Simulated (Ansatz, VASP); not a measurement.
## Ti: VASP beside Ansatz

```
CELL_PARAMETERS angstrom
2.63133 0.00000 0.00000
0.00000 2.63133 0.00000
0.00000 0.00000 2.63133
ATOMIC_POSITIONS crystal
Ti 0.00000 0.00000 0.00000
```

Alike in both runs: functional r2SCAN; k mesh 12 × 12 × 12; occupations fermi-dirac, width 0.1 eV; no spin polarisation.

Ansatz relaxed the structure, and its values are those at the end. VASP's run is a single point on that final structure, the one shown.

```csv
,VASP,Ansatz
version,VASP 6.6.1,Ansatz 0.2.0
potentials or method,"VASP PAW PBE potentials, release 64 (Ti_sv), cutoff 520 eV","plane waves (500 eV) with PAW, scalar-relativistic"
valence electrons in the cell,12,12
```

```tsv
	VASP	Ansatz	Ansatz less VASP
pressure (GPa)	0.4	0.0	-0.40
```

VASP's potentials were made for PBE, not for r2SCAN. With one functional, cell and mesh, what is left measures potentials, basis and numerics.
